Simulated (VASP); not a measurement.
# AlGaN (P4/mmm) in VASP: notebook, part 3 of 3

VASP 6.6.1.

### 5 Relaxation of cell and atoms, PBE

File INCAR:

```
PREC = Accurate ; ENCUT = 600
EDIFF = 1E-7 ; ISMEAR = 0
SIGMA = 0.1 ; LREAL = False
LASPH = True ; NELM = 80
ALGO = Normal ; ISIF = 3
LWAVE = False ; LCHARG = False
GGA = PE ; IBRION = 2
NSW = 100 ; EDIFFG = -0.01
```

File KPOINTS:

```
Automatic mesh
0
Gamma
  12 12 14
```

File POSCAR:

```
AlGaN
1.0
    3.9732249662      0.0000000000      0.0000000000
    0.0000000000      3.9732249662      0.0000000000
    0.0000000000      0.0000000000      3.5148684849
Al Ga N
1 1 1
Direct
    0.0000000000      0.0000000000      0.0000000000
    0.5000000000      0.5000000000      0.0000000000
    0.0000000000      0.0000000000      0.5000000000
```

Potentials or basis: VASP PAW PBE potentials, release 64 (Al, Ga_d, N).

Command:

```bash
> cat potpaw_PBE.64/Al/POTCAR potpaw_PBE.64/Ga_d/POTCAR potpaw_PBE.64/N/POTCAR > POTCAR
> mpirun -np 1 vasp_std > vasp.out
```

OUTCAR:

```text
PREC = Accurate
   ENCUT = 600
   EDIFF = 1E-7
   ISMEAR = 0
   LREAL = False
   LASPH = True
   NELM = 80
   ISIF = 3
   GGA = PE
   IBRION = 2
   NSW = 100
   EDIFFG = -0.01

 ion  position               nearest neighbor table
   1  0.000  0.000  0.000-   3 1.76   3 1.76   2 2.81   2 2.81   2 2.81   2 2.81
   2  0.500  0.500  0.000-   1 2.81   1 2.81   1 2.81   1 2.81
   3  0.000  0.000  0.500-   1 1.76   1 1.76

  LATTYP: Found a simple tetragonal cell.
 ALAT       =     3.9732249662
 C/A-ratio  =     0.8846386789

  Lattice vectors:

 A1 = (   3.9732249662,   0.0000000000,   0.0000000000)
 A2 = (   0.0000000000,   3.9732249662,   0.0000000000)
 A3 = (   0.0000000000,   0.0000000000,   3.5148684849)

Analysis of symmetry for initial positions (statically):
=====================================================================
 Subroutine PRICEL returns:
 Original cell was already a primitive cell.

 Routine SETGRP: Setting up the symmetry group for a
 simple tetragonal supercell.

 Subroutine GETGRP returns: Found 16 space group operations
 (whereof 16 operations were pure point group operations)
 out of a pool of 16 trial point group operations.

The static configuration has the point symmetry D_4h.

Analysis of symmetry for dynamics (positions and initial velocities):
=====================================================================
 Subroutine PRICEL returns:
 Original cell was already a primitive cell.

 Routine SETGRP: Setting up the symmetry group for a
 simple tetragonal supercell.

 Subroutine GETGRP returns: Found 16 space group operations
 (whereof 16 operations were pure point group operations)
 out of a pool of 16 trial point group operations.

The dynamic configuration has the point symmetry D_4h.

 Subroutine INISYM returns: Found 16 space group operations
 (whereof 16 operations are pure point group operations),
 and found     1 'primitive' translations

----------------------------------------------------------------------------------------

                                     Primitive cell

  volume of cell :      55.4875

  direct lattice vectors                    reciprocal lattice vectors
     3.973224966  0.000000000  0.000000000     0.251684717  0.000000000  0.000000000
     0.000000000  3.973224966  0.000000000     0.000000000  0.251684717  0.000000000
     0.000000000  0.000000000  3.514868485     0.000000000  0.000000000  0.284505666

  length of vectors
     3.973224966  3.973224966  3.514868485     0.251684717  0.251684717  0.284505666

  position of ions in fractional coordinates (direct lattice)
     0.000000000  0.000000000  0.000000000
     0.500000000  0.500000000  0.000000000
     0.000000000  0.000000000  0.500000000

  ion indices of the primitive-cell ions
   primitive index   ion index
                 1           1
                 2           2
                 3           3

----------------------------------------------------------------------------------------

 KPOINTS: Automatic mesh

Automatic generation of k-mesh.
 Grid dimensions read from file:
 generate k-points for:   12   12   14

 Generating k-lattice:

  Cartesian coordinates                     Fractional coordinates (reciprocal lattice)
[... 48 lines left out ...]
   NGX,Y,Z   is equivalent  to a cutoff of  13.39, 13.39, 13.24 a.u.
   NGXF,Y,Z  is equivalent  to a cutoff of  26.78, 26.78, 26.49 a.u.
 SYSTEM =  unknown system
   PREC   = accura    normal or accurate (medium, high low for compatibility)
   ISTART =      0    job   : 0-new  1-cont  2-samecut
   ICHARG =      2    charge: 1-file 2-atom 10-const
   ISPIN  =      1    spin polarized calculation?
   LNONCOLLINEAR =      F non collinear calculations
   LSORBIT =      F    spin-orbit coupling
   LASPH  =      T    aspherical Exc in radial PAW
   ENCUT  =  600.0 eV  44.10 Ry    6.64 a.u.   7.94  7.94  7.02*2*pi/ulx,y,z
   NELM   =     80;   NELMIN=  2; NELMDL= -5     # of ELM steps
   EDIFF  = 0.1E-06   stopping-criterion for ELM
   LREAL  =      F    real-space projection
   EDIFFG = -.1E-01   stopping-criterion for IOM
   NSW    =    100    number of steps for IOM
   IBRION =      2    ionic relax: 0-MD 1-quasi-New 2-CG
   NFREE  =      1    steps in history (QN), initial steepest desc. (CG)
   ISIF   =      3    stress and relaxation
   ISYM   =      2    0-nonsym 1-usesym 2-fastsym
   POTIM  = 0.5000    time-step for ionic-motion
   TEBEG  =    0.0;   TEEND  =   0.0 temperature during run
   PSTRESS=    0.0 pullay stress
   NELECT =      21.0000    total number of electrons
   NUPDOWN=      -1.0000    fix difference up-down
   EMIN   =  10.00;   EMAX   =-10.00  energy-range for DOS
   EFERMI =   0.00;   METHOD = LEGACY
   ISMEAR =     0;   SIGMA  =   0.10  broadening in eV -4-tet -1-fermi 0-gaus
   EFERMI_NEDOS =   21; number of points for ismear=-14 and -15
   IALGO  =     38    algorithm
   IMIX   =      4    mixing-type and parameters
     AMIX     =   0.40;   BMIX     =  1.00
     AMIX_MAG =   1.60;   BMIX_MAG =  1.00
  volume/ion in A,a.u.               =      18.50       124.82
  Fermi-wavevector in a.u.,A,eV,Ry     =   1.184176  2.237768 19.079069  1.402272
  Thomas-Fermi vector in A             =   2.320395
   LORBIT       =      0    0 simple, 1 ext, 2 COOP (PROOUT), +10 PAW based schemes
   GGA     = PE    functional components
   LHFCALC =     F    Hartree Fock is set to
   AEXX    =    0.0000 exact exchange contribution
   IVDW    =     0    specifies the selected vdW correction
   LEPSILON=     F    determine dielectric tensor
   LRPA    =     F    only Hartree local field effects (RPA)
 conjugate gradient relaxation of ions
 non-spin polarized calculation
 Gauss-broadening in eV      SIGMA  =   0.10
  energy-cutoff  :      600.00
  volume of cell :       55.49
 maximum number of plane-waves:      1888
 NGX is ok and might be reduce to    32
   NGX = 15   NGY = 15   NGZ = 15

--------------------------------------- Ionic step        1  -------------------------------------------

 number of electron      20.9999999 magnetization

 Free energy of the ion-electron system (eV)
  ---------------------------------------------------
  ext. energy  EPLUGINS =         0.00000000
  ---------------------------------------------------
  free energy    TOTEN  =       -13.83595433 eV

  energy without entropy =      -13.82792073  energy(sigma->0) =      -13.83193753

------------------------ aborting loop because EDIFF is reached ----------------------------------------

  FORCE on cell =-STRESS in cart. coord.  units (eV):
  Direction    XX          YY          ZZ          XY          YZ          ZX
  --------------------------------------------------------------------------------------
  -------------------------------------------------------------------------------------
  Total       -0.1778462     -0.1778462      0.0808857      0.0000000      0.0000000      0.0000000
  in kB       -5.1352280     -5.1352280      2.3355381      0.0000000      0.0000000      0.0000000
  external PRESSURE =      -2.6449726 kB  Pullay stress =       0.0000000 kB
[... 24 lines left out ...]
--------------------------------------- Ionic step        2  -------------------------------------------

 number of electron      20.9999997 magnetization

 E-fermi :   3.6636     XC(G=0):  -9.4313

 val. band max:        3.6555125521   @ k =   0.0833   0.0000   0.5000
 cond. band min:       3.6644218887   @ k =   0.2500   0.1667   0.4286
 fundamental gap:      0.0089093366
 Fermi energy:         3.6635756832

 k-point     1 :       0.0000    0.0000    0.0000
  band No.  band energies     occupation
      1     -11.5472      2.00000
      2     -11.4496      2.00000
      3     -11.4496      2.00000
      4     -11.4392      2.00000
      5     -11.4292      2.00000
      6     -10.6075      2.00000
      7      -3.0375      2.00000
      8      -0.3886      2.00000
      9       1.1015      2.00000
     10       1.1015      2.00000
     11       6.8892      0.00000
     12       6.8892      0.00000
     13       7.1109      0.00000
     14       7.6113      0.00000
[... 501 lines left out ...]
--------------------------------------- Ionic step        5  -------------------------------------------

 number of electron      20.9999993 magnetization

 Free energy of the ion-electron system (eV)
  ---------------------------------------------------
  ext. energy  EPLUGINS =         0.00000000
  ---------------------------------------------------
  free energy    TOTEN  =       -13.83738894 eV

  energy without entropy =      -13.82916416  energy(sigma->0) =      -13.83327655

 E-fermi :   3.7286     XC(G=0):  -9.4741

 val. band max:        3.7184759115   @ k =   0.2500   0.1667   0.0000
 cond. band min:       3.7354242829   @ k =   0.0000   0.0000   0.4286
 fundamental gap:      0.0169483714
 Fermi energy:         3.7286426473

 k-point     1 :       0.0000    0.0000    0.0000
  band No.  band energies     occupation
      1     -11.4784      2.00000
      2     -11.3793      2.00000
      3     -11.3793      2.00000
      4     -11.3707      2.00000
      5     -11.3607      2.00000
      6     -10.5526      2.00000
      7      -2.9874      2.00000
      8      -0.3293      2.00000
      9       1.1740      2.00000
     10       1.1740      2.00000
     11       6.9888      0.00000
     12       6.9888      0.00000
     13       7.2373      0.00000
     14       7.6878      0.00000
[... 421 lines left out ...]
  FREE ENERGIE OF THE ION-ELECTRON SYSTEM (eV)
  ---------------------------------------------------
  free  energy   TOTEN  =       -13.8373889377 eV

  energy  without entropy=      -13.8291641622  energy(sigma->0) =      -13.83327655

 reached required accuracy - stopping structural energy minimisation
```

OSZICAR:

```text
N       E                     dE             d eps       ncg     rms          rms(c)
DAV:   1     0.124997107126E+03    0.12500E+03   -0.10729E+04  6278   0.205E+03
DAV:   2    -0.210238763257E+01   -0.12710E+03   -0.12367E+03  7296   0.399E+02
DAV:   3    -0.174902397398E+02   -0.15388E+02   -0.15112E+02  7544   0.109E+02
[... 47 lines left out ...]
DAV:   3    -0.138375224408E+02    0.26729E-03   -0.12701E-03  8620   0.325E-01    0.646E-02
DAV:   4    -0.138374042527E+02    0.11819E-03   -0.15920E-04  7822   0.132E-01    0.158E-02
DAV:   5    -0.138373892852E+02    0.14967E-04   -0.19628E-05  9110   0.656E-02    0.453E-03
DAV:   6    -0.138373890185E+02    0.26666E-06   -0.14635E-06  7600   0.845E-03    0.202E-03
DAV:   7    -0.138373889377E+02    0.80784E-07   -0.11950E-07  3674   0.354E-03
   5 F= -.13837389E+02 E0= -.13833277E+02  d E =-.226005E-03
```

Wall time 3.2 min (1 thread of Intel Xeon 6975P-C (Granite Rapids), shared host); peak memory 0.38 GiB.

Results:

| Quantity | Value |
| --- | --- |
| Free energy | -13.8374 eV |
| Relaxed volume | 18.23 Å³/atom |
| Relaxed cell | a = 3.942 Å, b = 3.942 Å, c = 3.520 Å, α = 90.00°, β = 90.00°, γ = 90.00° |
| Space group after relaxing (to 0.1 Å) | P4/mmm (No. 123) |
| Energy gained by relaxing | 0.5 meV/atom |
| Ionic steps | 5 |
| Pressure after relaxing | 0.0 GPa |
| Band gap on the k mesh | zero (an odd number of electrons rules out a gap without spin polarisation) |

Step by step:
| step | energy change (eV) | largest force (eV/Å) | pressure (GPa) | volume (Å³) |
| --- | --- | --- | --- | --- |
| 1 | 0.0000 | 0.0000 | -0.26 | 55.49 |
| 2 | -0.0009 | 0.0000 | -0.29 | 55.24 |
| 3 | -0.0012 | 0.0000 | -0.31 | 54.95 |
| 4 | -0.0013 | 0.0000 | 0.23 | 54.53 |
| 5 | -0.0014 | 0.0000 | 0.00 | 54.70 |

Final structure:
```xyz
3
Lattice="3.9421 0.0000 0.0000 0.0000 3.9421 0.0000 0.0000 0.0000 3.5202" Properties=species:S:1:pos:R:3 pbc="T T T"
Al    0.0000    0.0000    0.0000
Ga    1.9710    1.9710    3.5202
N     0.0000    0.0000    1.7601
```

### 6 The runs side by side

```tsv
task	spin	cell	k mesh	cutoff (eV)	gap on the mesh (eV)	pressure (GPa)	moment (μB)
single point	collinear, ferromagnetic start	a = 3.973, b = 3.973, c = 3.515 Å, 3 atoms	4 × 4 × 6	520	none	-0.2	0.00
single point	collinear, ferromagnetic start	a = 3.446, b = 3.446, c = 3.845 Å, 3 atoms	6 × 6 × 4	520	none	4.1	0.00
single point	off	a = 3.948, b = 3.948, c = 3.520 Å, 3 atoms	12 × 12 × 14	520	none	0.0	-
relaxation of cell and atoms	off	relaxed from a = 3.973, b = 3.973, c = 3.515 Å, 3 atoms	12 × 12 × 14	600	none	0.0	-
```

Alike in all rows: level PBE; potentials or basis VASP PAW PBE potentials, release 64 (Al, Ga_d, N); smearing gaussian 0.1 eV.

Caveats: some runs use coarse meshes.

Total energies depend on the potentials used, so only differences within one code and one set of settings carry meaning.
